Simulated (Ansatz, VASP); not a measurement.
## BeTe in VASP and in Ansatz

```
Be Te
1.0
     3.72014    0.00000    0.00000
    -1.86007    3.22174    0.00000
     0.00000    0.00000    3.35938
Be Te
1 1
Direct
  0.66667 0.33333 0.50000
  0.33333 0.66667 0.00000
```

Alike in both runs: task relaxation of cell and atoms; functional PBE; k mesh 18 × 18 × 16; occupations gaussian, width 0.1 eV; no spin polarisation.

```csv
,VASP,Ansatz
version,VASP 6.6.1,Ansatz 0.2.0
potentials or method,"VASP PAW PBE potentials, release 64 (Be, Te), cutoff 600 eV","scalar-relativistic, plane waves, PAW"
valence electrons in the cell,8,18
```

```tsv
	VASP	Ansatz	Ansatz less VASP
gap on the k mesh at the Fermi level, each at its own relaxed structure (eV)	none	none	-
relaxed volume (Å³/atom)	20.20	20.17	-0.029
relaxed cell length with the largest relative difference (Å)	3.366	3.364	-0.0022
```

A gap of «none» marks a metal or a gap that the smearing closes. VASP's potentials hold 8 valence electrons a cell and Ansatz's 18, so a difference there can come from the potentials and not from the codes.

Spin-orbit coupling is off throughout.
